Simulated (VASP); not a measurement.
## TiO2 (rutile type): relaxation of shape and atoms at fixed volume with PBE

TiO2 (rutile type):

```
CELL_PARAMETERS angstrom
4.44947 0.00000 0.00000
0.00000 4.44947 0.00000
0.00000 0.00000 2.84035
ATOMIC_POSITIONS crystal
Ti 0.00000 0.00000 0.00000
Ti 0.50000 0.50000 0.50000
O 0.30513 0.30513 0.00000
O 0.69487 0.69487 0.00000
O 0.80513 0.19487 0.50000
O 0.19487 0.80513 0.50000
```

```
Program                : VASP 6.6.1
Task                   : relaxation of shape and atoms at fixed volume
Functional             : PBE
Potentials or basis    : VASP PAW PBE potentials, release 64 (Ti_sv, O)
Cutoff                 : 600 eV
k mesh                 : 8 × 8 × 11
Occupations            : fermi-dirac, width 0.08 eV
Spin                   : no spin polarisation
Dipole correction      : no
Further INCAR settings : ALGO = Normal; EDIFF = 1e-07; IBRION = 2; EDIFFG = -0.005; NSW = 50; ISIF = 4
```

```json
{
  "Energy gained by relaxing": "10.9 meV/atom",
  "Ionic steps": "8",
  "Pressure after relaxing": "36.2 GPa",
  "Band gap on the k mesh": "1.99 eV, direct"
}
```

Step by step:
| step | energy change (eV) | largest force (eV/Å) | pressure (GPa) | volume (Å³) |
| --- | --- | --- | --- | --- |
| 1 | 0.0000 | 0.8118 | 38.72 | 56.23 |
| 2 | -0.0422 | 0.5717 | 35.45 | 56.23 |
| 3 | -0.0645 | 0.0588 | 36.25 | 56.23 |
| 4 | -0.0645 | 0.0763 | 36.22 | 56.23 |
| 5 | -0.0656 | 0.0269 | 36.17 | 56.23 |
| 6 | -0.0657 | 0.0124 | 36.15 | 56.23 |
| 7 | -0.0657 | 0.0075 | 36.19 | 56.23 |
| 8 | -0.0657 | 0.0001 | 36.17 | 56.23 |

Final structure:
```
CELL_PARAMETERS angstrom
4.41305 0.00000 0.00000
0.00000 4.41305 0.00000
0.00000 0.00000 2.88743
ATOMIC_POSITIONS crystal
Ti 0.00000 0.00000 0.00000
Ti 0.50000 0.50000 0.50000
O 0.30175 0.30175 0.00000
O 0.69825 0.69825 0.00000
O 0.80175 0.19825 0.50000
O 0.19825 0.80175 0.50000
```

Levels at points of the mesh, in eV from the valence-band top:
```tsv
k point	band 20	band 21	band 22	band 23	band 24	band 25	band 26	band 27	band 28
(0.00, 0.00, 0.00)	-2.26	-0.80	-0.51	-0.51	0.00	1.99	2.31	2.54	2.71
(0.50, 0.00, 0.00)	-3.39	-1.94	-1.94	-0.87	-0.87	2.79	2.79	3.43	3.43
(0.50, 0.50, 0.00)	-2.54	-1.48	-1.48	-1.15	-1.15	2.04	2.04	2.74	2.74
```

Run time: 4.6 min on 1 thread of Intel(R) Xeon(R) 6975P-C (Granite Rapids), on a shared host, peak memory 0.28 GiB.

A k mesh can miss the band edges.
